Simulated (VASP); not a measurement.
BAs: single point with PBE

Crystal: BAs.

```
CELL_PARAMETERS angstrom
0.00000 2.38851 2.38851
2.38851 0.00000 2.38851
2.38851 2.38851 0.00000
ATOMIC_POSITIONS crystal
B 0.00000 0.00000 0.00000
As 0.75000 0.75000 0.75000
```

```yaml
Program: VASP 6.6.1
Task: single point
Functional: PBE
Potentials_or_basis: VASP PAW PBE potentials, release 64 (B, As)
Cutoff: 520 eV
k_mesh: 10 × 10 × 10
Occupations: gaussian, width 0.01 eV
Spin: no spin polarisation
```

```json
{
  "Pressure": "3.4 GPa",
  "Band gap on the k mesh": "1.18 eV (least direct gap 3.28 eV)"
}
```

Levels at points of the mesh, in eV from the valence-band top:
```
           k point  band 2  band 3  band 4  band 5  band 6  band 7
(0.00, 0.00, 0.00)    0.00    0.00    0.00    3.28    3.28    3.28
(0.50, 0.00, 0.00)   -8.79   -1.82   -1.82    2.69    4.78    4.78
(0.50, 0.50, 0.00)   -8.53   -4.08   -4.08    1.43    1.44   11.37
```

It took 24 s on 1 thread of Intel Xeon 8259CL, on a shared host, peak memory 0.16 GiB.

Caveat: the cell stands under pressure. A k mesh can miss the band edges.
